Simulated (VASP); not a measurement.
# GaBiTe2Se (P4/mmm) in VASP: notebook

GaBiTe2Se is run at these levels: PBE; tasks: single point.

All numbers are computed with VASP 6.6.1; they aren't measurements. Logs are shortened: lines on timing, memory, paths and dates and some standing lists are left out, and cuts for length are marked.

## (1) The cell of the first run

The structure is tetragonal, space group P4/mmm (No. 123). Conventional cell: a = 4.254 Å, b = 4.254 Å, c = 8.588 Å, α = 90.00°, β = 90.00°, γ = 90.00°. Ga (site symmetry 4/mmm) has 8 Te at 3.32 Å and 4 Ga at 4.25 Å and 2 Bi at 4.29 Å within 4.4 Å. Within 4.0 Å of Bi (site symmetry 4/mmm) lie 4 Se at 3.01 Å. Within 3.7 Å of Te (site symmetry 4mm) lie 1 Te at 2.82 Å and 1 Se at 2.88 Å and 4 Ga at 3.32 Å. Within 3.8 Å of Se (site symmetry 4/mmm) lie 2 Te at 2.88 Å and 4 Bi at 3.01 Å.

The cell was generated, and may not be a known phase.

## (2) Single point, PBE

INCAR reads:

```
SYSTEM = GaBiTe2Se
PREC = Accurate
ENCUT = 520
EDIFF = 1E-6
ISMEAR = 0
SIGMA = 0.1
LREAL = .FALSE.
LASPH = .TRUE.
NELM = 60
ALGO = Normal
ISIF = 2
LWAVE = .FALSE.
LCHARG = .TRUE.
GGA = PE
LELF = .TRUE.
LVHAR = .TRUE.
NBANDS = 31
```

KPOINTS reads:

```
Automatic mesh
0
G
  4 4 2
  0 0 0
```

POSCAR reads:

```
GaBiTe2Se
1.0
    4.2537513789      0.0000000000      0.0000000000
    0.0000000000      4.2537513789      0.0000000000
    0.0000000000      0.0000000000      8.5875717841
Ga Bi Te Se
1 1 2 1
Direct
    0.0000000000      0.0000000000      0.5000000000
    0.0000000000      0.0000000000      0.0000000000
    0.5000000000      0.5000000000      0.3357886683
    0.5000000000      0.5000000000      0.6642113317
    0.5000000000      0.5000000000      0.0000000000
```

Potentials or basis: VASP PAW PBE potentials, release 64 (Ga_d, Bi_d, Te, Se).

Started as:

```console
> cat potpaw_PBE.64/Ga_d/POTCAR potpaw_PBE.64/Bi_d/POTCAR potpaw_PBE.64/Te/POTCAR potpaw_PBE.64/Se/POTCAR > POTCAR
> mpirun -np 1 vasp_std > vasp.out
```

OUTCAR:

```text
SYSTEM = GaBiTe2Se
   PREC = Accurate
   ENCUT = 520
   EDIFF = 1E-6
   ISMEAR = 0
   LREAL = .FALSE.
   LASPH = .TRUE.
   NELM = 60
   ISIF = 2
   GGA = PE

 ion  position               nearest neighbor table
   1  0.000  0.000  0.500-
   2  0.000  0.000  0.000-   5 3.01   5 3.01   5 3.01   5 3.01
   3  0.500  0.500  0.336-   4 2.82   5 2.88
   4  0.500  0.500  0.664-   3 2.82   5 2.88
   5  0.500  0.500  0.000-   3 2.88   4 2.88   2 3.01   2 3.01   2 3.01   2 3.01

  LATTYP: Found a simple tetragonal cell.
 ALAT       =     4.2537513789
 C/A-ratio  =     2.0188231561

  Lattice vectors:

 A1 = (   4.2537513789,   0.0000000000,   0.0000000000)
 A2 = (   0.0000000000,   4.2537513789,   0.0000000000)
 A3 = (   0.0000000000,   0.0000000000,   8.5875717841)

Analysis of symmetry for initial positions (statically):
=====================================================================
 Subroutine PRICEL returns:
 Original cell was already a primitive cell.

 Routine SETGRP: Setting up the symmetry group for a
 simple tetragonal supercell.

 Subroutine GETGRP returns: Found 16 space group operations
 (whereof 16 operations were pure point group operations)
 out of a pool of 16 trial point group operations.

The static configuration has the point symmetry D_4h.

Analysis of symmetry for dynamics (positions and initial velocities):
=====================================================================
 Subroutine PRICEL returns:
 Original cell was already a primitive cell.

 Routine SETGRP: Setting up the symmetry group for a
 simple tetragonal supercell.

 Subroutine GETGRP returns: Found 16 space group operations
 (whereof 16 operations were pure point group operations)
 out of a pool of 16 trial point group operations.

The dynamic configuration has the point symmetry D_4h.

 Subroutine INISYM returns: Found 16 space group operations
 (whereof 16 operations are pure point group operations),
 and found     1 'primitive' translations

----------------------------------------------------------------------------------------

                                     Primitive cell

  volume of cell :     155.3870

  direct lattice vectors                    reciprocal lattice vectors
     4.253751379  0.000000000  0.000000000     0.235086612  0.000000000  0.000000000
     0.000000000  4.253751379  0.000000000     0.000000000  0.235086612  0.000000000
     0.000000000  0.000000000  8.587571784     0.000000000  0.000000000  0.116447353

  length of vectors
     4.253751379  4.253751379  8.587571784     0.235086612  0.235086612  0.116447353

  position of ions in fractional coordinates (direct lattice)
     0.000000000  0.000000000  0.500000000
     0.000000000  0.000000000  0.000000000
     0.500000000  0.500000000  0.335788668
     0.500000000  0.500000000  0.664211332
     0.500000000  0.500000000  0.000000000

  ion indices of the primitive-cell ions
   primitive index   ion index
                 1           1
                 2           2
                 3           3
                 4           4
                 5           5

----------------------------------------------------------------------------------------

 KPOINTS: Automatic mesh

Automatic generation of k-mesh.
 Grid dimensions read from file:
 generate k-points for:    4    4    2

 Generating k-lattice:

  Cartesian coordinates                     Fractional coordinates (reciprocal lattice)
     0.058771653  0.000000000  0.000000000     0.250000000  0.000000000  0.000000000
     0.000000000  0.058771653  0.000000000     0.000000000  0.250000000  0.000000000
     0.000000000  0.000000000  0.058223676     0.000000000  0.000000000  0.500000000

  Length of vectors
     0.058771653  0.058771653  0.058223676

  Shift w.r.t. Gamma in fractional coordinates (k-lattice)
     0.000000000  0.000000000  0.000000000

 Subroutine IBZKPT returns following result:
 ===========================================

 Found     12 irreducible k-points:

 Following reciprocal coordinates:
            Coordinates               Weight
  0.000000  0.000000  0.000000      1.000000
  0.250000  0.000000  0.000000      4.000000
  0.500000  0.000000  0.000000      2.000000
  0.250000  0.250000  0.000000      4.000000
  0.500000  0.250000  0.000000      4.000000
  0.500000  0.500000  0.000000      1.000000
  0.000000  0.000000  0.500000      1.000000
  0.250000  0.000000  0.500000      4.000000
  0.500000  0.000000  0.500000      2.000000
  0.250000  0.250000  0.500000      4.000000
  0.500000  0.250000  0.500000      4.000000
  0.500000  0.500000  0.500000      1.000000
   k-points           NKPTS =     12   k-points in BZ     NKDIM =     12   number of bands    NBANDS=     31
   number of dos      NEDOS =    301   number of ions     NIONS =      5
   total plane-waves  NPLWV =  65536
   dimension x,y,z NGX =    32 NGY =   32 NGZ =   64
   dimension x,y,z NGXF=    64 NGYF=   64 NGZF=  128
   ions per type =               1   1   2   1
   NGX,Y,Z   is equivalent  to a cutoff of  12.51, 12.51, 12.39 a.u.
   NGXF,Y,Z  is equivalent  to a cutoff of  25.01, 25.01, 24.78 a.u.
 SYSTEM =  GaBiTe2Se
   PREC   = accura    normal or accurate (medium, high low for compatibility)
   ISTART =      0    job   : 0-new  1-cont  2-samecut
   ICHARG =      2    charge: 1-file 2-atom 10-const
   ISPIN  =      1    spin polarized calculation?
   LNONCOLLINEAR =      F non collinear calculations
   LSORBIT =      F    spin-orbit coupling
   LASPH  =      T    aspherical Exc in radial PAW
   ENCUT  =  520.0 eV  38.22 Ry    6.18 a.u.   7.91  7.91 15.97*2*pi/ulx,y,z
   NELM   =     60;   NELMIN=  2; NELMDL= -5     # of ELM steps
   EDIFF  = 0.1E-05   stopping-criterion for ELM
   LREAL  =      F    real-space projection
   EDIFFG = 0.1E-04   stopping-criterion for IOM
   NSW    =      0    number of steps for IOM
   IBRION =     -1    ionic relax: 0-MD 1-quasi-New 2-CG
   NFREE  =      0    steps in history (QN), initial steepest desc. (CG)
   ISIF   =      2    stress and relaxation
   ISYM   =      2    0-nonsym 1-usesym 2-fastsym
   POTIM  = 0.5000    time-step for ionic-motion
   TEBEG  =    0.0;   TEEND  =   0.0 temperature during run
   PSTRESS=    0.0 pullay stress
   NELECT =      46.0000    total number of electrons
   NUPDOWN=      -1.0000    fix difference up-down
   EMIN   =  10.00;   EMAX   =-10.00  energy-range for DOS
   EFERMI =   0.00;   METHOD = LEGACY
   ISMEAR =     0;   SIGMA  =   0.10  broadening in eV -4-tet -1-fermi 0-gaus
   EFERMI_NEDOS =   21; number of points for ismear=-14 and -15
   IALGO  =     38    algorithm
   IMIX   =      4    mixing-type and parameters
     AMIX     =   0.40;   BMIX     =  1.00
     AMIX_MAG =   1.60;   BMIX_MAG =  1.00
  volume/ion in A,a.u.               =      31.08       209.72
  Fermi-wavevector in a.u.,A,eV,Ry     =   1.091078  2.061839 16.197080  1.190452
  Thomas-Fermi vector in A             =   2.227316
   LORBIT       =      0    0 simple, 1 ext, 2 COOP (PROOUT), +10 PAW based schemes
   GGA     = PE    functional components
   LHFCALC =     F    Hartree Fock is set to
   AEXX    =    0.0000 exact exchange contribution
   IVDW    =     0    specifies the selected vdW correction
   LEPSILON=     F    determine dielectric tensor
   LRPA    =     F    only Hartree local field effects (RPA)
 non-spin polarized calculation
 Gauss-broadening in eV      SIGMA  =   0.10
  energy-cutoff  :      520.00
  volume of cell :      155.39
 maximum number of plane-waves:      4216
 NGX is ok and might be reduce to    32
   NGX = 15   NGY = 15   NGZ = 31

 number of electron      46.0000008 magnetization

 Free energy of the ion-electron system (eV)
  ---------------------------------------------------
  ext. energy  EPLUGINS =         0.00000000
  ---------------------------------------------------
  free energy    TOTEN  =       -15.77419613 eV

  energy without entropy =      -15.74577129  energy(sigma->0) =      -15.75998371

 E-fermi :   5.1424     XC(G=0):  -9.2757

 val. band max:        5.1353763130   @ k =   0.5000   0.0000   0.0000
 cond. band min:       5.1598683203   @ k =   0.0000   0.0000   0.5000
 fundamental gap:      0.0244920073
 Fermi energy:         5.1423834308

 k-point     1 :       0.0000    0.0000    0.0000
  band No.  band energies     occupation
      1     -18.1655      2.00000
      2     -18.1558      2.00000
      3     -18.0482      2.00000
      4     -18.0482      2.00000
      5     -18.0356      2.00000
      6      -9.6712      2.00000
[... 23 lines left out ...]
     30       9.6330      0.00000
     31      10.1050      0.00000

 k-point     2 :       0.2500    0.0000    0.0000
  band No.  band energies     occupation
      1     -18.1611      2.00000
      2     -18.1587      2.00000
      3     -18.0508      2.00000
      4     -18.0479      2.00000
      5     -18.0299      2.00000
      6      -9.3995      2.00000
[... 23 lines left out ...]
     30       9.2792      0.00000
     31      10.0534      0.00000

 k-point     3 :       0.5000    0.0000    0.0000
  band No.  band energies     occupation
      1     -18.1663      2.00000
      2     -18.1523      2.00000
      3     -18.0534      2.00000
      4     -18.0477      2.00000
      5     -18.0239      2.00000
      6      -9.3442      2.00000
[... 23 lines left out ...]
     30       9.3522      0.00000
     31       9.8478      0.00000

 k-point     4 :       0.2500    0.2500    0.0000
  band No.  band energies     occupation
      1     -18.1687      2.00000
      2     -18.1514      2.00000
      3     -18.0505      2.00000
      4     -18.0503      2.00000
      5     -18.0254      2.00000
      6      -9.3558      2.00000
[... 23 lines left out ...]
     30       9.4378      0.00000
     31      10.5235      0.00000

 k-point     5 :       0.5000    0.2500    0.0000
  band No.  band energies     occupation
      1     -18.1762      2.00000
      2     -18.1444      2.00000
      3     -18.0529      2.00000
      4     -18.0501      2.00000
      5     -18.0206      2.00000
      6      -9.3641      2.00000
[... 23 lines left out ...]
     30       9.3543      0.00000
     31      10.9768      0.00000

 k-point     6 :       0.5000    0.5000    0.0000
  band No.  band energies     occupation
      1     -18.1860      2.00000
      2     -18.1368      2.00000
      3     -18.0525      2.00000
      4     -18.0525      2.00000
      5     -18.0170      2.00000
      6      -9.3811      2.00000
[... 23 lines left out ...]
     30       9.5771      0.00000
     31      10.2070      0.00000

 k-point     7 :       0.0000    0.0000    0.5000
  band No.  band energies     occupation
      1     -18.1655      2.00000
      2     -18.1558      2.00000
      3     -18.0481      2.00000
      4     -18.0481      2.00000
      5     -18.0356      2.00000
      6      -9.6437      2.00000
[... 23 lines left out ...]
     30       9.0027      0.00000
     31       9.6478      0.00000

 k-point     8 :       0.2500    0.0000    0.5000
  band No.  band energies     occupation
      1     -18.1611      2.00000
      2     -18.1587      2.00000
      3     -18.0508      2.00000
      4     -18.0479      2.00000
      5     -18.0299      2.00000
      6      -9.3803      2.00000
[... 23 lines left out ...]
     30       8.7596      0.00000
     31      10.2768      0.00000

 k-point     9 :       0.5000    0.0000    0.5000
  band No.  band energies     occupation
      1     -18.1663      2.00000
      2     -18.1523      2.00000
      3     -18.0534      2.00000
      4     -18.0477      2.00000
      5     -18.0239      2.00000
      6      -9.3451      2.00000
[... 23 lines left out ...]
     30       9.7334      0.00000
     31      11.4892      0.00000

 k-point    10 :       0.2500    0.2500    0.5000
  band No.  band energies     occupation
      1     -18.1687      2.00000
      2     -18.1514      2.00000
      3     -18.0505      2.00000
      4     -18.0503      2.00000
      5     -18.0254      2.00000
      6      -9.3521      2.00000
[... 23 lines left out ...]
     30       8.6985      0.00000
     31      11.1318      0.00000

 k-point    11 :       0.5000    0.2500    0.5000
  band No.  band energies     occupation
      1     -18.1762      2.00000
      2     -18.1444      2.00000
      3     -18.0529      2.00000
      4     -18.0501      2.00000
      5     -18.0206      2.00000
      6      -9.3616      2.00000
[... 23 lines left out ...]
     30       8.6269      0.00000
     31      10.3066      0.00000

 k-point    12 :       0.5000    0.5000    0.5000
  band No.  band energies     occupation
      1     -18.1860      2.00000
      2     -18.1368      2.00000
      3     -18.0525      2.00000
      4     -18.0525      2.00000
      5     -18.0170      2.00000
      6      -9.3779      2.00000
[... 23 lines left out ...]
     30       9.4376      0.00000
     31      11.9876      0.00000

------------------------ aborting loop because EDIFF is reached ----------------------------------------

  FORCE on cell =-STRESS in cart. coord.  units (eV):
  Direction    XX          YY          ZZ          XY          YZ          ZX
  --------------------------------------------------------------------------------------
  -------------------------------------------------------------------------------------
  Total        0.0200784      0.0200784     -0.0920248      0.0000000      0.0000000      0.0000000
  in kB        0.2070260      0.2070260     -0.9488574      0.0000000      0.0000000      0.0000000
  external PRESSURE =      -0.1782685 kB  Pullay stress =       0.0000000 kB

 VOLUME and BASIS-vectors are now :
 -----------------------------------------------------------------------------
  energy-cutoff  :      520.00
  volume of cell :      155.39
      direct lattice vectors                 reciprocal lattice vectors
     4.253751379  0.000000000  0.000000000     0.235086612  0.000000000  0.000000000
     0.000000000  4.253751379  0.000000000     0.000000000  0.235086612  0.000000000
     0.000000000  0.000000000  8.587571784     0.000000000  0.000000000  0.116447353

 POSITION                                       TOTAL-FORCE (eV/Angst)
 -----------------------------------------------------------------------------------
      0.00000      0.00000      4.29379         0.000000      0.000000      0.000000
      0.00000      0.00000      0.00000         0.000000      0.000000      0.000000
      2.12688      2.12688      2.88361         0.000000      0.000000     -0.012835
      2.12688      2.12688      5.70396         0.000000     -0.000000      0.012835
      2.12688      2.12688      0.00000         0.000000      0.000000      0.000000
 -----------------------------------------------------------------------------------
    total drift:                                0.000000     -0.000000      0.000000

  FREE ENERGIE OF THE ION-ELECTRON SYSTEM (eV)
  ---------------------------------------------------
  free  energy   TOTEN  =       -15.7741961264 eV

  energy  without entropy=      -15.7457712854  energy(sigma->0) =      -15.75998371
```

Run time: 23 s. Hardware: 1 thread of AMD EPYC 9R45 (Zen 5), shared host; peak memory 0.25 GiB.

Results:

```yaml
Free_energy: -15.7742 eV
Pressure: 0.0 GPa
Largest_force: 0.013 eV/Å
Band_gap_on_the_k_mesh: zero (bands 23 and 24 overlap by 0.97 eV)
```

Forces in eV/Å, atoms in the order of the input:
```
Ga   0.000  0.000  0.000
Bi   0.000  0.000  0.000
Te   0.000  0.000 -0.013
Te   0.000  0.000  0.013
Se   0.000  0.000  0.000
```

Caveat: the k points lie up to 0.37 Å⁻¹ apart, too coarse for converged energies and pressures of a metal; spin-orbit coupling is left out, which moves the levels of the heavy elements.

## (3) Single point, PBE

This run uses another cell than the first one, of 36.19 Å³/atom.

INCAR reads:

```
ALGO = Normal
EDIFF = 1E-7
ENCUT = 520
GGA = PE
ISIF = 2
ISMEAR = 0
LASPH = True
LCHARG = False
LREAL = False
LWAVE = False
NBANDS = 31
NELM = 80
PREC = Accurate
SIGMA = 0.1
```

KPOINTS reads:

```
k-points
0
Gamma
  4 4 2
```

POSCAR reads:

```
GaBiTe2Se
1.0
    4.3842148600      0.0000000000      0.0000000000
    0.0000000000      4.3842148600      0.0000000000
    0.0000000000      0.0000000000      9.4130045200
Ga Bi Te Se
1 1 2 1
Direct
    0.0000000000      0.0000000000      0.5000000000
    0.0000000000      0.0000000000      0.0000000000
    0.5000000000      0.5000000000      0.2200437700
    0.5000000000      0.5000000000      0.7799562300
    0.5000000000      0.5000000000      0.0000000000
```

Potentials or basis: VASP PAW PBE potentials, release 64 (Ga_d, Bi_d, Te, Se).

Started as:

```console
> cat potpaw_PBE.64/Ga_d/POTCAR potpaw_PBE.64/Bi_d/POTCAR potpaw_PBE.64/Te/POTCAR potpaw_PBE.64/Se/POTCAR > POTCAR
> mpirun -np 1 vasp_std > vasp.out
```

OUTCAR:

```text
EDIFF = 1E-7
   ENCUT = 520
   GGA = PE
   ISIF = 2
   ISMEAR = 0
   LASPH = True
   LREAL = False
   NELM = 80
   PREC = Accurate

 ion  position               nearest neighbor table
   1  0.000  0.000  0.500-
   2  0.000  0.000  0.000-   5 3.10   5 3.10   5 3.10   5 3.10   4 3.73   4 3.73   3 3.73   4 3.73
                             3 3.73   3 3.73   4 3.73   3 3.73
   3  0.500  0.500  0.220-   5 2.07   2 3.73   2 3.73   2 3.73   2 3.73
[... 600 lines left out ...]
  --------------------------------------------------------------------------------------
  -------------------------------------------------------------------------------------
  Total       -0.8335147     -0.8335147     55.0678463      0.0000000     -0.0000000      0.0000000
  in kB       -7.3809442     -7.3809442    487.6371085      0.0000000     -0.0000000      0.0000000
  external PRESSURE =     157.6250734 kB  Pullay stress =       0.0000000 kB

 VOLUME and BASIS-vectors are now :
 -----------------------------------------------------------------------------
  energy-cutoff  :      520.00
  volume of cell :      180.93
      direct lattice vectors                 reciprocal lattice vectors
     4.384214860  0.000000000  0.000000000     0.228091011  0.000000000  0.000000000
     0.000000000  4.384214860  0.000000000     0.000000000  0.228091011  0.000000000
     0.000000000  0.000000000  9.413004520     0.000000000  0.000000000  0.106236006

 POSITION                                       TOTAL-FORCE (eV/Angst)
 -----------------------------------------------------------------------------------
      0.00000      0.00000      4.70650         0.000000      0.000000      0.000000
      0.00000      0.00000      0.00000         0.000000      0.000000      0.000000
      2.19211      2.19211      2.07127         0.000000     -0.000000     14.734549
      2.19211      2.19211      7.34173        -0.000000      0.000000    -14.734549
      2.19211      2.19211      0.00000         0.000000      0.000000      0.000000
 -----------------------------------------------------------------------------------
    total drift:                               -0.000000      0.000000      0.000000

  FREE ENERGIE OF THE ION-ELECTRON SYSTEM (eV)
  ---------------------------------------------------
  free  energy   TOTEN  =        -7.3961978988 eV

  energy  without entropy=       -7.3761356648  energy(sigma->0) =       -7.38616678
```

stdout:

```text
POSCAR found type information on POSCAR GaBiTeSe
 POSCAR found :  4 types and       5 ions
 scaLAPACK will be used
 LDA part: xc-table for (Slater+PW92), standard interpolation
 POSCAR, INCAR and KPOINTS ok, starting setup
 FFT: planning ... GRIDC
 FFT: planning ... GRID_SOFT
 FFT: planning ... GRID
 WAVECAR not read
 entering main loop
```

It took 35 s on 1 thread of AMD EPYC 9R45 (Zen 5), shared host; peak memory 0.3 GiB.

Results:

| Item | Value |
| --- | --- |
| Free energy | -7.3962 eV |
| Pressure | 15.8 GPa |
| Largest force | 14.735 eV/Å |
| Band gap on the k mesh | zero (bands 23 and 24 overlap by 0.91 eV) |

Forces in eV/Å, atoms in the order of the input:
```
Ga    0.000   0.000   0.000
Bi    0.000   0.000   0.000
Te    0.000   0.000  14.735
Te    0.000   0.000 -14.735
Se    0.000   0.000   0.000
```

Stress tensor (GPa, compression positive):
```
-0.74  0.00  0.00
 0.00 -0.74  0.00
 0.00  0.00 48.76
```

Caveat: the stress differs along the axes, from -1 to 49 GPa; spin-orbit coupling is left out, which moves the levels of the heavy elements; forces of over 1 eV/Å act on the atoms, so gaps and moduli don't describe the material at rest.

The gap in the log of VASP goes by the Fermi energy; the results here count the filled bands.